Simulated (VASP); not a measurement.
# InP (I4/mmm) in VASP: further runs

Runs on InP. Level: PBEsol. Tasks: single point.

Program: VASP 6.6.1. These are calculated values, not measurements. Logs are shortened: lines on timing, memory, paths and dates and some standing lists are left out, and cuts for length are marked.

## Step 1: The cell of the first run

Symmetry: I4/mmm, No. 139, tetragonal system. Conventional cell: a = 4.038 Å, b = 4.038 Å, c = 5.539 Å, α = 90.00°, β = 90.00°, γ = 90.00°. In (site symmetry 4/mmm) has 6 P at 2.77 to 2.85 Å within 3.7 Å. Within 3.7 Å of P (site symmetry 4/mmm) lie 6 In at 2.77 to 2.85 Å.

## Step 2: Single point, PBEsol (zz strain of -3 %)

Input file INCAR:

```
  PREC = Accurate
  ENCUT = 520
  EDIFF = 1E-6
  ISMEAR = -1
  SIGMA = 0.03
  LREAL = F
  LASPH = T
  NELM = 60
  ALGO = Normal
  ISIF = 2
  LWAVE = F
  LCHARG = F
  GGA = PS
  NBANDS = 16
```

Input file KPOINTS:

```
Automatic mesh
0
Gamma
  11 11 11
```

Input file POSCAR:

```
InP
1.0
    0.0000000000      2.8550000000      2.7693500000
    2.8550000000      0.0000000000      2.7693500000
    2.8550000000      2.8550000000      0.0000000000
In P
1 1
Direct
    0.0000000000      0.0000000000      0.0000000000
    0.5000000000      0.5000000000      0.5000000000
```

Potentials or basis: VASP PAW PBE potentials, release 64 (In_d, P).

The run is started by

```bash
cat potpaw_PBE.64/In_d/POTCAR potpaw_PBE.64/P/POTCAR > POTCAR
mpirun -np 1 vasp_std > vasp.out
```

OUTCAR:

```text
PREC = Accurate
   ENCUT = 520
   EDIFF = 1E-6
   ISMEAR = -1
   LREAL = F
   LASPH = T
   NELM = 60
   ISIF = 2
   GGA = PS

 ion  position               nearest neighbor table
   1  0.000  0.000  0.000-   2 2.77   2 2.77   2 2.85   2 2.85   2 2.85   2 2.85
   2  0.500  0.500  0.500-   1 2.77   1 2.77   1 2.85   1 2.85   1 2.85   1 2.85

  LATTYP: Found a body centered tetragonal cell.
 ALAT       =     4.0375797206
 C/A-ratio  =     1.3717871555

  Lattice vectors:

 A1 = (   0.0000000000,  -2.8550000000,  -2.7693500000)
 A2 = (   0.0000000000,   2.8550000000,  -2.7693500000)
 A3 = (   2.8550000000,   0.0000000000,   2.7693500000)

Analysis of symmetry for initial positions (statically):
=====================================================================
 Subroutine PRICEL returns:
 Original cell was already a primitive cell.

 Routine SETGRP: Setting up the symmetry group for a
 body centered tetragonal supercell.

 Subroutine GETGRP returns: Found 16 space group operations
 (whereof 16 operations were pure point group operations)
 out of a pool of 16 trial point group operations.

The static configuration has the point symmetry D_4h.

Analysis of symmetry for dynamics (positions and initial velocities):
=====================================================================
 Subroutine PRICEL returns:
 Original cell was already a primitive cell.

 Routine SETGRP: Setting up the symmetry group for a
 body centered tetragonal supercell.

 Subroutine GETGRP returns: Found 16 space group operations
 (whereof 16 operations were pure point group operations)
 out of a pool of 16 trial point group operations.

The dynamic configuration has the point symmetry D_4h.

 Subroutine INISYM returns: Found 16 space group operations
 (whereof 16 operations are pure point group operations),
 and found     1 'primitive' translations

----------------------------------------------------------------------------------------

                                     Primitive cell

  volume of cell :      45.1461

  direct lattice vectors                    reciprocal lattice vectors
     0.000000000  2.855000000  2.769350000    -0.175131349  0.175131349  0.180547782
     2.855000000  0.000000000  2.769350000     0.175131349 -0.175131349  0.180547782
     2.855000000  2.855000000  0.000000000     0.175131349  0.175131349 -0.180547782

  length of vectors
     3.977477143  3.977477143  4.037579721     0.306495481  0.306495481  0.306495481

  position of ions in fractional coordinates (direct lattice)
     0.000000000  0.000000000  0.000000000
     0.500000000  0.500000000  0.500000000

  ion indices of the primitive-cell ions
   primitive index   ion index
                 1           1
                 2           2

----------------------------------------------------------------------------------------

 KPOINTS: Automatic mesh

Automatic generation of k-mesh.
 Grid dimensions read from file:
 generate k-points for:   11   11   11

 Generating k-lattice:

  Cartesian coordinates                     Fractional coordinates (reciprocal lattice)
    -0.015921032  0.015921032  0.016413435     0.090909091  0.000000000  0.000000000
     0.015921032 -0.015921032  0.016413435     0.000000000  0.090909091  0.000000000
     0.015921032  0.015921032 -0.016413435    -0.000000000 -0.000000000  0.090909091

  Length of vectors
     0.027863226  0.027863226  0.027863226

  Shift w.r.t. Gamma in fractional coordinates (k-lattice)
     0.000000000  0.000000000  0.000000000

 Subroutine IBZKPT returns following result:
 ===========================================

 Found    126 irreducible k-points:

 Following reciprocal coordinates:
            Coordinates               Weight
  0.000000  0.000000  0.000000      1.000000
  0.090909  0.000000  0.000000      8.000000
  0.181818  0.000000  0.000000      8.000000
  0.272727  0.000000  0.000000      8.000000
  0.363636 -0.000000  0.000000      8.000000
  0.454545  0.000000  0.000000      8.000000
[... 16 lines left out ...]
 -0.272727  0.181818  0.000000      8.000000
 -0.181818  0.181818  0.000000      4.000000
 [... further k-points ...]
   k-points           NKPTS =    126   k-points in BZ     NKDIM =    126   number of bands    NBANDS=     16
   number of dos      NEDOS =    301   number of ions     NIONS =      2
   total plane-waves  NPLWV =  27000
   dimension x,y,z NGX =    30 NGY =   30 NGZ =   30
   dimension x,y,z NGXF=    60 NGYF=   60 NGZF=   60
   ions per type =               1   1
   NGX,Y,Z   is equivalent  to a cutoff of  12.54, 12.54, 12.35 a.u.
   NGXF,Y,Z  is equivalent  to a cutoff of  25.08, 25.08, 24.70 a.u.
 SYSTEM =  unknown system
   PREC   = accura    normal or accurate (medium, high low for compatibility)
   ISTART =      0    job   : 0-new  1-cont  2-samecut
   ICHARG =      2    charge: 1-file 2-atom 10-const
   ISPIN  =      1    spin polarized calculation?
   LNONCOLLINEAR =      F non collinear calculations
   LSORBIT =      F    spin-orbit coupling
   LASPH  =      T    aspherical Exc in radial PAW
   ENCUT  =  520.0 eV  38.22 Ry    6.18 a.u.   7.40  7.40  7.51*2*pi/ulx,y,z
   NELM   =     60;   NELMIN=  2; NELMDL= -5     # of ELM steps
   EDIFF  = 0.1E-05   stopping-criterion for ELM
   LREAL  =      F    real-space projection
   EDIFFG = 0.1E-04   stopping-criterion for IOM
   NSW    =      0    number of steps for IOM
   IBRION =     -1    ionic relax: 0-MD 1-quasi-New 2-CG
   NFREE  =      0    steps in history (QN), initial steepest desc. (CG)
   ISIF   =      2    stress and relaxation
   ISYM   =      2    0-nonsym 1-usesym 2-fastsym
   POTIM  = 0.5000    time-step for ionic-motion
   TEBEG  =    0.0;   TEEND  =   0.0 temperature during run
   PSTRESS=    0.0 pullay stress
   NELECT =      18.0000    total number of electrons
   NUPDOWN=      -1.0000    fix difference up-down
   EMIN   =  10.00;   EMAX   =-10.00  energy-range for DOS
   EFERMI =   0.00;   METHOD = LEGACY
   ISMEAR =    -1;   SIGMA  =   0.03  broadening in eV -4-tet -1-fermi 0-gaus
   EFERMI_NEDOS =   21; number of points for ismear=-14 and -15
   IALGO  =     38    algorithm
   IMIX   =      4    mixing-type and parameters
     AMIX     =   0.40;   BMIX     =  1.00
     AMIX_MAG =   1.60;   BMIX_MAG =  1.00
  volume/ion in A,a.u.               =      22.57       152.33
  Fermi-wavevector in a.u.,A,eV,Ry     =   1.204922  2.276973 19.753446  1.451837
  Thomas-Fermi vector in A             =   2.340633
   LORBIT       =      0    0 simple, 1 ext, 2 COOP (PROOUT), +10 PAW based schemes
   GGA     = PS    functional components
   LHFCALC =     F    Hartree Fock is set to
   AEXX    =    0.0000 exact exchange contribution
   IVDW    =     0    specifies the selected vdW correction
   LEPSILON=     F    determine dielectric tensor
   LRPA    =     F    only Hartree local field effects (RPA)
 non-spin polarized calculation
  energy-cutoff  :      520.00
  volume of cell :       45.15
 maximum number of plane-waves:      1238
 NGX is ok and might be reduce to    30
   NGX = 15   NGY = 15   NGZ = 15

 number of electron      17.9999993 magnetization

 Free energy of the ion-electron system (eV)
  ---------------------------------------------------
  ext. energy  EPLUGINS =         0.00000000
  ---------------------------------------------------
  free energy    TOTEN  =        -8.68750512 eV

  energy without entropy =       -8.68488488  energy(sigma->0) =       -8.68619500

 E-fermi :   6.1695     XC(G=0): -10.2725

 val. band max:        6.1652202155   @ k =  -0.0909  -0.0000   0.0909
 cond. band min:       6.1717037142   @ k =  -0.4545  -0.0000   0.0909
 fundamental gap:      0.0064834987
 Fermi energy:         6.1694750698

 k-point     1 :       0.0000    0.0000    0.0000
  band No.  band energies     occupation
      1      -7.8750      2.00000
      2      -7.8676      2.00000
      3      -7.8552      2.00000
      4      -7.8552      2.00000
      5      -7.8429      2.00000
      6      -5.3938      2.00000
[... 8 lines left out ...]
     15      13.9381      0.00000
     16      14.8409      0.00000

 k-point     2 :       0.0909    0.0000    0.0000
  band No.  band energies     occupation
      1      -7.8782      2.00000
      2      -7.8703      2.00000
      3      -7.8537      2.00000
      4      -7.8503      2.00000
      5      -7.8404      2.00000
      6      -5.2979      2.00000
[... 8 lines left out ...]
     15      13.8536      0.00000
     16      14.4193      0.00000

 k-point     3 :       0.1818    0.0000    0.0000
  band No.  band energies     occupation
      1      -7.8885      2.00000
      2      -7.8800      2.00000
      3      -7.8523      2.00000
      4      -7.8347      2.00000
      5      -7.8299      2.00000
      6      -5.0152      2.00000
[... 8 lines left out ...]
     15      14.1675      0.00000
     16      14.2919      0.00000

 k-point     4 :       0.2727    0.0000    0.0000
  band No.  band energies     occupation
      1      -7.9030      2.00000
      2      -7.8936      2.00000
      3      -7.8534      2.00000
      4      -7.8133      2.00000
      5      -7.8129      2.00000
      6      -4.5682      2.00000
[... 8 lines left out ...]
     15      15.0257      0.00000
     16      15.0437      0.00000
[... 324 lines left out ...]
 k-point    22 :      -0.3636    0.1818    0.0000
  band No.  band energies     occupation
      1      -7.9699      2.00000
      2      -7.8952      2.00000
      3      -7.8402      2.00000
      4      -7.8046      2.00000
      5      -7.7895      2.00000
      6      -3.3687      2.00000
[... 8 lines left out ...]
     15      16.0275      0.00000
     16      17.2335      0.00000

 k-point    23 :      -0.2727    0.1818    0.0000
  band No.  band energies     occupation
      1      -7.9457      2.00000
      2      -7.8953      2.00000
      3      -7.8419      2.00000
      4      -7.8075      2.00000
      5      -7.8073      2.00000
      6      -3.8866      2.00000
[... 8 lines left out ...]
     15      16.4152      0.00000
     16      18.0808      0.00000

 k-point    24 :      -0.1818    0.1818    0.0000
  band No.  band energies     occupation
      1      -7.9188      2.00000
      2      -7.8920      2.00000
      3      -7.8485      2.00000
      4      -7.8239      2.00000
      5      -7.8109      2.00000
      6      -4.4063      2.00000
[... 8 lines left out ...]
     15      16.3585      0.00000
     16      17.0256      0.00000

 [... further k-points ...]
[... 5 lines left out ...]
  --------------------------------------------------------------------------------------
  -------------------------------------------------------------------------------------
  Total       -2.1723708     -2.1723708     -1.3764173      0.0000000     -0.0000000      0.0000000
  in kB      -77.0946919    -77.0946919    -48.8473087      0.0000000     -0.0000000      0.0000000
  external PRESSURE =     -67.6788975 kB  Pullay stress =       0.0000000 kB

 VOLUME and BASIS-vectors are now :
 -----------------------------------------------------------------------------
  energy-cutoff  :      520.00
  volume of cell :       45.15
      direct lattice vectors                 reciprocal lattice vectors
     0.000000000  2.855000000  2.769350000    -0.175131349  0.175131349  0.180547782
     2.855000000  0.000000000  2.769350000     0.175131349 -0.175131349  0.180547782
     2.855000000  2.855000000  0.000000000     0.175131349  0.175131349 -0.180547782

 POSITION                                       TOTAL-FORCE (eV/Angst)
 -----------------------------------------------------------------------------------
      0.00000      0.00000      0.00000         0.000000     -0.000000     -0.000000
      2.85500      2.85500      2.76935        -0.000000      0.000000      0.000000
 -----------------------------------------------------------------------------------
    total drift:                               -0.000000      0.000000      0.000000

  FREE ENERGIE OF THE ION-ELECTRON SYSTEM (eV)
  ---------------------------------------------------
  free  energy   TOTEN  =        -8.6875051173 eV

  energy  without entropy=       -8.6848848787  energy(sigma->0) =       -8.68619500
```

It took 36 s on 1 thread of Intel Xeon 6975P-C (Granite Rapids), shared host; peak memory 0.23 GiB.

What came out:

| Property | Result |
| --- | --- |
| Free energy | -8.6875 eV |
| Pressure | -6.8 GPa |
| Band gap on the k mesh | zero (band 9 reaches 6.51 eV, above the bottom of band 10 at 4.00 eV) |

Stress tensor (GPa, compression positive):
```
-7.71  0.00  0.00
 0.00 -7.71  0.00
 0.00  0.00 -4.88
```

Caveat: the cell differs from its parent crystal (zz strain of -3 %); the PAW data sets were made with another functional, which shifts forces and pressure a little; spin-orbit coupling is left out, which moves the levels of the heavy elements.

[end of part 1 of 2]
